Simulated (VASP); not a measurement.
# MgO in VASP: a series of runs

MgO is run at these levels: PBE; tasks: single point.

Program: VASP 6.6.1. These are calculated values, not measurements. Logs are shortened: lines on timing, memory, paths and dates and some standing lists are left out, and cuts for length are marked.

## Step 1: The cell of the first run

It takes space group Immm (No. 71, orthorhombic). Conventional cell: a = 2.949 Å, b = 2.997 Å, c = 4.204 Å, α = 90.00°, β = 90.00°, γ = 90.00°. Mg (site symmetry mmm) has 6 O at 2.10 Å within 2.8 Å. Within 2.8 Å of O (site symmetry mmm) lie 6 Mg at 2.10 Å.

## Step 2: Single point, PBE (shear xy strain +1.6%)

Contents of INCAR:

```
SYSTEM = MgO
ALGO     = Normal         ! electronic algorithm
EDIFF    = 1E-6           ! SCF threshold, eV
ENCUT    = 840            ! plane-wave cutoff, eV
GGA      = PE             ! functional
GGA_COMPAT= .FALSE.      
ISIF     = 2              ! what is computed and relaxed
ISMEAR   = -1             ! smearing method
LASPH    = .TRUE.         ! aspherical terms in the spheres
LCHARG   = .FALSE.        ! write CHGCAR
LREAL    = .FALSE.        ! projectors in reciprocal space
LWAVE    = .FALSE.        ! write WAVECAR
NBANDS   = 15             ! bands
NELM     = 120            ! most SCF steps
PREC     = Accurate       ! precision mode
SIGMA    = 0.02           ! smearing width, eV
```

Contents of KPOINTS:

```
k-points
0
G
  10 10 10
  0 0 0
```

Contents of POSCAR:

```
MgO
1.0
    0.0171326694      2.1021680256      2.1021680256
    2.1021680256      0.0171326694      2.1021680256
    2.1193006950      2.1193006950      0.0000000000
Mg O
1 1
Direct
    0.0000000000      0.0000000000      0.0000000000
    0.5000000000      0.5000000000      0.5000000000
```

Potentials or basis: VASP PAW PBE potentials, release 64 (Mg_sv, O).

Command:

```
$ cat potpaw_PBE.64/Mg_sv/POTCAR potpaw_PBE.64/O/POTCAR > POTCAR
$ mpirun -np 1 vasp_std > vasp.out
```

OUTCAR:

```text
SYSTEM = MgO
   EDIFF = 1E-6
   ENCUT = 840
   GGA = PE
   ISIF = 2
   ISMEAR = -1
   LASPH = .TRUE.
   LREAL = .FALSE.
   NELM = 120
   PREC = Accurate

 ion  position               nearest neighbor table
   1  0.000  0.000  0.000-   2 2.10   2 2.10   2 2.10   2 2.10   2 2.10   2 2.10
   2  0.500  0.500  0.500-   1 2.10   1 2.10   1 2.10   1 2.10   1 2.10   1 2.10

  LATTYP: Found a body centered orthorhombic cell.
 ALAT       =     2.9486852788
 B/A-ratio  =     1.0164339366
 C/A-ratio  =     1.4258341104

  Lattice vectors:

 A1 = (   2.1021680256,   0.0171326694,  -2.1021680256)
 A2 = (  -2.1021680256,  -0.0171326694,  -2.1021680256)
 A3 = (   0.0171326694,   2.1021680256,   2.1021680256)

Analysis of symmetry for initial positions (statically):
=====================================================================
 Subroutine PRICEL returns:
 Original cell was already a primitive cell.

 Routine SETGRP: Setting up the symmetry group for a
 body centered orthorhombic supercell.

 Subroutine GETGRP returns: Found  8 space group operations
 (whereof  8 operations were pure point group operations)
 out of a pool of  8 trial point group operations.

The static configuration has the point symmetry D_2h.

Analysis of symmetry for dynamics (positions and initial velocities):
=====================================================================
 Subroutine PRICEL returns:
 Original cell was already a primitive cell.

 Routine SETGRP: Setting up the symmetry group for a
 body centered orthorhombic supercell.

 Subroutine GETGRP returns: Found  8 space group operations
 (whereof  8 operations were pure point group operations)
 out of a pool of  8 trial point group operations.

The dynamic configuration has the point symmetry D_2h.

 Subroutine INISYM returns: Found  8 space group operations
 (whereof  8 operations are pure point group operations),
 and found     1 'primitive' translations

----------------------------------------------------------------------------------------

                                     Primitive cell

  volume of cell :      18.5782

  direct lattice vectors                    reciprocal lattice vectors
     0.017132669  2.102168026  2.102168026    -0.239804087  0.239804087  0.237849684
     2.102168026  0.017132669  2.102168026     0.239804087 -0.239804087  0.237849684
     2.119300695  2.119300695  0.000000000     0.235926880  0.235926880 -0.237849684

  length of vectors
     2.972963899  2.972963899  2.997143786     0.414227561  0.414227561  0.409750482

  position of ions in fractional coordinates (direct lattice)
     0.000000000  0.000000000  0.000000000
     0.500000000  0.500000000  0.500000000

  ion indices of the primitive-cell ions
   primitive index   ion index
                 1           1
                 2           2

----------------------------------------------------------------------------------------

 KPOINTS: k-points

Automatic generation of k-mesh.
 Grid dimensions read from file:
 generate k-points for:   10   10   10

 Generating k-lattice:

  Cartesian coordinates                     Fractional coordinates (reciprocal lattice)
    -0.023980409  0.023980409  0.023784968     0.100000000  0.000000000  0.000000000
     0.023980409 -0.023980409  0.023784968     0.000000000  0.100000000  0.000000000
     0.023592688  0.023592688 -0.023784968    -0.000000000 -0.000000000  0.100000000

  Length of vectors
     0.041422756  0.041422756  0.040975048

  Shift w.r.t. Gamma in fractional coordinates (k-lattice)
     0.000000000  0.000000000  0.000000000

 Subroutine IBZKPT returns following result:
 ===========================================

 Found    171 irreducible k-points:

 Following reciprocal coordinates:
            Coordinates               Weight
  0.000000  0.000000  0.000000      1.000000
  0.100000  0.000000  0.000000      4.000000
  0.200000  0.000000  0.000000      4.000000
  0.300000  0.000000  0.000000      4.000000
  0.400000  0.000000  0.000000      4.000000
  0.500000  0.000000  0.000000      2.000000
[... 16 lines left out ...]
  0.300000  0.300000  0.000000      2.000000
  0.400000  0.300000  0.000000      4.000000
 [... further k-points ...]
   k-points           NKPTS =    171   k-points in BZ     NKDIM =    171   number of bands    NBANDS=     15
   number of dos      NEDOS =    301   number of ions     NIONS =      2
   total plane-waves  NPLWV =  21952
   dimension x,y,z NGX =    28 NGY =   28 NGZ =   28
   dimension x,y,z NGXF=    56 NGYF=   56 NGZF=   56
   ions per type =               1   1
   NGX,Y,Z   is equivalent  to a cutoff of  15.66, 15.66, 15.53 a.u.
   NGXF,Y,Z  is equivalent  to a cutoff of  31.31, 31.31, 31.06 a.u.
 SYSTEM =  MgO
   PREC   = accura    normal or accurate (medium, high low for compatibility)
   ISTART =      0    job   : 0-new  1-cont  2-samecut
   ICHARG =      2    charge: 1-file 2-atom 10-const
   ISPIN  =      1    spin polarized calculation?
   LNONCOLLINEAR =      F non collinear calculations
   LSORBIT =      F    spin-orbit coupling
   LASPH  =      T    aspherical Exc in radial PAW
   ENCUT  =  840.0 eV  61.74 Ry    7.86 a.u.   7.03  7.03  7.08*2*pi/ulx,y,z
   NELM   =    120;   NELMIN=  2; NELMDL= -5     # of ELM steps
   EDIFF  = 0.1E-05   stopping-criterion for ELM
   LREAL  =      F    real-space projection
   EDIFFG = 0.1E-04   stopping-criterion for IOM
   NSW    =      0    number of steps for IOM
   IBRION =     -1    ionic relax: 0-MD 1-quasi-New 2-CG
   NFREE  =      0    steps in history (QN), initial steepest desc. (CG)
   ISIF   =      2    stress and relaxation
   ISYM   =      2    0-nonsym 1-usesym 2-fastsym
   POTIM  = 0.5000    time-step for ionic-motion
   TEBEG  =    0.0;   TEEND  =   0.0 temperature during run
   PSTRESS=    0.0 pullay stress
   NELECT =      16.0000    total number of electrons
   NUPDOWN=      -1.0000    fix difference up-down
   EMIN   =  10.00;   EMAX   =-10.00  energy-range for DOS
   EFERMI =   0.00;   METHOD = LEGACY
   ISMEAR =    -1;   SIGMA  =   0.02  broadening in eV -4-tet -1-fermi 0-gaus
   EFERMI_NEDOS =   21; number of points for ismear=-14 and -15
   IALGO  =     38    algorithm
   IMIX   =      4    mixing-type and parameters
     AMIX     =   0.40;   BMIX     =  1.00
     AMIX_MAG =   1.60;   BMIX_MAG =  1.00
  volume/ion in A,a.u.               =       9.29        62.69
  Fermi-wavevector in a.u.,A,eV,Ry     =   1.557568  2.943377 33.007980  2.426018
  Thomas-Fermi vector in A             =   2.661199
   LORBIT       =      0    0 simple, 1 ext, 2 COOP (PROOUT), +10 PAW based schemes
   GGA     = PE    functional components
   LHFCALC =     F    Hartree Fock is set to
   AEXX    =    0.0000 exact exchange contribution
   IVDW    =     0    specifies the selected vdW correction
   LEPSILON=     F    determine dielectric tensor
   LRPA    =     F    only Hartree local field effects (RPA)
 non-spin polarized calculation
  energy-cutoff  :      840.00
  volume of cell :       18.58
 maximum number of plane-waves:      1040
   NGX = 13   NGY = 13   NGZ = 15

 number of electron      15.9999995 magnetization

 Free energy of the ion-electron system (eV)
  ---------------------------------------------------
  ext. energy  EPLUGINS =         0.00000000
  ---------------------------------------------------
  free energy    TOTEN  =       -11.86876256 eV

  energy without entropy =      -11.86876256  energy(sigma->0) =      -11.86876256

 E-fermi :   3.5949     XC(G=0): -11.4193

 val. band max:        3.0184034961   @ k =   0.0000   0.0000   0.0000
 cond. band min:       7.7470121906   @ k =   0.0000   0.0000   0.0000
 fundamental gap:      4.7286086945
 Fermi energy:         3.5948511225

 k-point     1 :       0.0000    0.0000    0.0000
  band No.  band energies     occupation
      1     -69.2941      2.00000
      2     -36.0213      2.00000
      3     -36.0182      2.00000
      4     -36.0153      2.00000
      5     -14.3205      2.00000
      6       2.8958      2.00000
      7       2.9555      2.00000
      8       3.0184      2.00000
      9       7.7470      0.00000
     10      18.5567      0.00000
     11      18.7975      0.00000
     12      19.0344      0.00000
     13      22.7163      0.00000
     14      24.5093      0.00000
     15      24.5140      0.00000

 k-point     2 :       0.1000    0.0000    0.0000
  band No.  band energies     occupation
      1     -69.2933      2.00000
      2     -36.0294      2.00000
      3     -36.0199      2.00000
      4     -36.0161      2.00000
      5     -14.2092      2.00000
      6       2.3433      2.00000
      7       2.8267      2.00000
      8       2.9065      2.00000
      9       8.3747      0.00000
     10      17.6404      0.00000
     11      18.8048      0.00000
     12      19.1183      0.00000
     13      23.7430      0.00000
     14      23.8080      0.00000
     15      24.4102      0.00000

 k-point     3 :       0.2000    0.0000    0.0000
  band No.  band energies     occupation
      1     -69.2910      2.00000
      2     -36.0520      2.00000
      3     -36.0226      2.00000
      4     -36.0183      2.00000
      5     -13.9035      2.00000
      6       1.0183      2.00000
      7       2.6516      2.00000
      8       2.7260      2.00000
      9       9.5637      0.00000
     10      16.0969      0.00000
     11      19.3174      0.00000
     12      19.5777      0.00000
     13      22.9929      0.00000
     14      23.1732      0.00000
     15      25.3122      0.00000
[... 343 lines left out ...]
 k-point    23 :       0.3000    0.3000    0.0000
  band No.  band energies     occupation
      1     -69.2867      2.00000
      2     -36.0698      2.00000
      3     -36.0403      2.00000
      4     -36.0350      2.00000
      5     -13.3136      2.00000
      6      -0.2001      2.00000
      7       1.9315      2.00000
      8       2.1081      2.00000
      9      11.8697      0.00000
     10      13.4161      0.00000
     11      17.4769      0.00000
     12      20.7939      0.00000
     13      21.1610      0.00000
     14      27.1762      0.00000
     15      30.4695      0.00000

 k-point    24 :       0.4000    0.3000    0.0000
  band No.  band energies     occupation
      1     -69.2849      2.00000
      2     -36.0809      2.00000
      3     -36.0460      2.00000
      4     -36.0383      2.00000
      5     -13.0652      2.00000
      6      -0.6142      2.00000
      7       1.7296      2.00000
      8       1.7812      2.00000
      9      12.4799      0.00000
     10      13.2892      0.00000
     11      16.6391      0.00000
     12      21.0525      0.00000
     13      21.6051      0.00000
     14      27.8919      0.00000
     15      30.0715      0.00000

 [... further k-points ...]
[... 5 lines left out ...]
  --------------------------------------------------------------------------------------
  -------------------------------------------------------------------------------------
  Total        0.6676375      0.6676375      0.6611409     -0.2769080      0.0000000      0.0000000
  in kB       57.5768477     57.5768477     57.0165803    -23.8804621      0.0000000      0.0000000
  external PRESSURE =      57.3900919 kB  Pullay stress =       0.0000000 kB

 VOLUME and BASIS-vectors are now :
 -----------------------------------------------------------------------------
  energy-cutoff  :      840.00
  volume of cell :       18.58
      direct lattice vectors                 reciprocal lattice vectors
     0.017132669  2.102168026  2.102168026    -0.239804087  0.239804087  0.237849684
     2.102168026  0.017132669  2.102168026     0.239804087 -0.239804087  0.237849684
     2.119300695  2.119300695  0.000000000     0.235926880  0.235926880 -0.237849684

 POSITION                                       TOTAL-FORCE (eV/Angst)
 -----------------------------------------------------------------------------------
      0.00000      0.00000      0.00000        -0.000000      0.000000      0.000000
      2.11930      2.11930      2.10217         0.000000     -0.000000      0.000000
 -----------------------------------------------------------------------------------
    total drift:                                0.000000      0.000000      0.000000

  FREE ENERGIE OF THE ION-ELECTRON SYSTEM (eV)
  ---------------------------------------------------
  free  energy   TOTEN  =       -11.8687625629 eV

  energy  without entropy=      -11.8687625629  energy(sigma->0) =      -11.86876256
```

Wall time 61 s (1 thread of Intel Xeon Platinum 8259CL at 2.50GHz (Skylake/Cascade Lake), shared host); peak memory 0.22 GiB.

Results:

```
Free energy            : -11.8688 eV
Pressure               : 5.7 GPa
Band gap on the k mesh : 4.73 eV
```

Levels at points of the mesh, in eV from the valence-band top:
| k point | band 4 | band 5 | band 6 | band 7 | band 8 | band 9 | band 10 | band 11 | band 12 | band 13 |
| --- | --- | --- | --- | --- | --- | --- | --- | --- | --- | --- |
| (0.00, 0.00, 0.00) | -39.03 | -17.34 | -0.12 | -0.06 | 0.00 | 4.73 | 15.54 | 15.78 | 16.02 | 19.70 |
| (0.50, 0.00, 0.00) | -39.04 | -15.99 | -4.67 | -0.79 | -0.73 | 7.82 | 12.71 | 16.13 | 16.29 | 20.90 |
| (0.50, 0.50, 0.00) | -39.06 | -15.79 | -4.14 | -1.51 | -1.31 | 9.03 | 10.04 | 13.10 | 18.85 | 19.19 |
| (0.00, 0.00, 0.50) | -39.04 | -16.03 | -4.73 | -0.72 | -0.65 | 7.93 | 12.53 | 16.37 | 16.53 | 21.05 |
| (0.50, 0.00, 0.50) | -39.07 | -15.79 | -4.14 | -1.41 | -1.41 | 9.07 | 10.00 | 13.09 | 19.02 | 19.02 |

Caveat: the cell differs from its parent crystal (shear xy strain +1.6%); the cell stands under pressure.

## Step 3: Single point, PBE (uniaxial y strain +1.5%)

Contents of INCAR:

```
PREC     = Accurate       # precision mode
ENCUT    = 840            # plane-wave cutoff, eV
EDIFF    = 1E-6           # SCF threshold, eV
ISMEAR   = -1             # smearing method
SIGMA    = 0.02           # smearing width, eV
LREAL    = F              # projectors in reciprocal space
LASPH    = T              # aspherical terms in the spheres
NELM     = 120            # most SCF steps
ALGO     = Normal         # electronic algorithm
ISIF     = 2              # what is computed and relaxed
LWAVE    = F              # write WAVECAR
LCHARG   = F              # write CHGCAR
GGA      = PE             # functional
NBANDS   = 15             # bands
GGA_COMPAT= F
```

Contents of KPOINTS:

```
Automatic mesh
0
Gamma
  10 10 10
```

Contents of POSCAR:

```
MgO
1.0
    0.0000000000      2.1334903292      2.1021680256
    2.1021680256      0.0000000000      2.1021680256
    2.1021680256      2.1334903292      0.0000000000
Mg O
1 1
Direct
    0.0000000000      0.0000000000      0.0000000000
    0.5000000000      0.5000000000      0.5000000000
```

Potentials or basis: VASP PAW PBE potentials, release 64 (Mg_sv, O).

Command:

```
$ cat potpaw_PBE.64/Mg_sv/POTCAR potpaw_PBE.64/O/POTCAR > POTCAR
$ mpirun -np 1 vasp_std > vasp.out
```

It took 44 s on 1 thread of Intel Xeon Platinum 8375C at 2.90GHz (Ice Lake), shared host; peak memory 0.19 GiB.

The run converged. Its results:

* Free energy: -11.8779 eV
* Pressure: 3.3 GPa
* Band gap on the k mesh: 4.63 eV

Stress tensor (GPa, compression positive):
```
4.29 0.00 0.00
0.00 1.33 0.00
0.00 0.00 4.29
```

Levels at points of the mesh, in eV from the valence-band top:
| k point | band 6 | band 7 | band 8 | band 9 | band 10 | band 11 |
| --- | --- | --- | --- | --- | --- | --- |
| (0.00, 0.00, 0.00) | -0.03 | -0.03 | 0.00 | 4.63 | 15.63 | 15.79 |
| (0.50, 0.00, 0.00) | -4.59 | -0.68 | -0.65 | 7.83 | 12.49 | 16.06 |
| (0.50, 0.50, 0.00) | -4.02 | -1.41 | -1.32 | 9.05 | 9.88 | 13.05 |
| (0.50, 0.00, 0.50) | -4.07 | -1.31 | -1.31 | 9.20 | 9.90 | 12.85 |

Caveat: the cell differs from its parent crystal (uniaxial y strain +1.5%); the cell stands under pressure.
